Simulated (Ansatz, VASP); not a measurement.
One calculation of CdSiN2, two programs

POSCAR

```
CdSiN2
1.0
    2.9138425021      0.0000000000      0.0000000000
    0.0000000000      2.9138425021      0.0000000000
    0.0000000000      0.0000000000      4.9078680928
Cd N Si
1 2 1
Direct
    0.0000000000      0.0000000000      0.0000000000
    0.0000000000      0.5000000000      0.3166741853
    0.5000000000      0.0000000000      0.6833258147
    0.5000000000      0.5000000000      0.5000000000
```

The input INCAR.step1:

```
PREC     = Accurate       # precision mode
ENCUT    = 660            # plane-wave cutoff, eV
ISMEAR   = 0              # smearing method
SIGMA    = 0.01           # smearing width, eV
LREAL    = False          # projectors in reciprocal space
LASPH    = True           # aspherical terms in the spheres
NELM     = 120            # most SCF steps
NBANDS   = 25             # bands
GGA      = PE             # functional
ALGO     = Normal         # electronic algorithm
EDIFF    = 1E-5           # SCF threshold, eV
LWAVE    = True           # write WAVECAR
LCHARG   = False          # write CHGCAR
GGA_COMPAT= False
```

The input INCAR.step2:

```
PREC     = Accurate       # precision mode
ENCUT    = 660            # plane-wave cutoff, eV
EDIFF    = 1E-6           # SCF threshold, eV
ISMEAR   = 0              # smearing method
SIGMA    = 0.01           # smearing width, eV
LREAL    = False          # projectors in reciprocal space
LASPH    = True           # aspherical terms in the spheres
NELM     = 120            # most SCF steps
ALGO     = Normal         # electronic algorithm
ISIF     = 2              # what is computed and relaxed
LWAVE    = False          # write WAVECAR
LCHARG   = True           # write CHGCAR
METAGGA  = R2SCAN         # meta-GGA
LMIXTAU  = True         
LELF     = True           # ELF
LVHAR    = True         
NBANDS   = 25             # bands
ISTART   = 1            
GGA_COMPAT= False
```

File KPOINTS:

```
regular mesh
0
Gamma
  8 8 6
```

Input for Ansatz:

```yaml
crystal:
  lattice:
    - [2.9138425021, 0.0, 0.0]
    - [0.0, 2.9138425021, 0.0]
    - [0.0, 0.0, 4.9078680928]
  atoms:
    - { symbol: Cd, position: [0.0, 0.0, 0.0] }
    - { symbol: "N", position: [0.0, 0.5, 0.3166741853] }
    - { symbol: Si, position: [0.5, 0.5, 0.5] }
    - { symbol: "N", position: [0.5, 0.0, 0.6833258147] }
kpoints:
  mp_grid: { grid: [8, 8, 6] }
  band_path:
    path:
      - [0.0, 0.0, 0.0]
      - [0.0, 0.5, 0.0]
      - [0.5, 0.5, 0.0]
      - [0.0, 0.0, 0.5]
      - [0.0, 0.5, 0.5]
      - [0.5, 0.5, 0.5]
    npoints: 1
hamiltonian:
  xc: r2scan
scf:
  occupations: { method: fixed }
  n_extra_bands: 5
output:
  forces: true
  stress: true
  eigenvalues: true
```

Change from the starting cell: hydrostatic strain -4.0%.

Alike in both runs: task single point; functional r2SCAN; k mesh 8 × 8 × 6; no spin polarisation.

|  | VASP | Ansatz |
| --- | --- | --- |
| version | VASP 6.6.1 | Ansatz 0.2.0 |
| potentials or method | VASP PAW PBE potentials, release 64 (Cd_sv_GW, N, Si) | plane waves, PAW |
| plane-wave cutoff (eV) | 660 | 500 |
| occupations | gaussian, width 0.01 eV | fixed |
| valence electrons in the cell | 34 | 34 |

Ansatz gave:

```
gap on the k mesh at the Fermi level (eV) : 2.24
pressure (GPa)                            : 30.7
rms of the force components (eV/Å)        : 0.001
```

Problem. What did VASP give for the same quantities?

Solution. gap on the k mesh at the Fermi level (eV): 2.26; pressure (GPa): 30.7; rms of the force components (eV/Å): 0.004.

VASP's potentials were made for PBE, not for r2SCAN. Both programs put the cell under a high pressure, so it lies far from rest at this level.
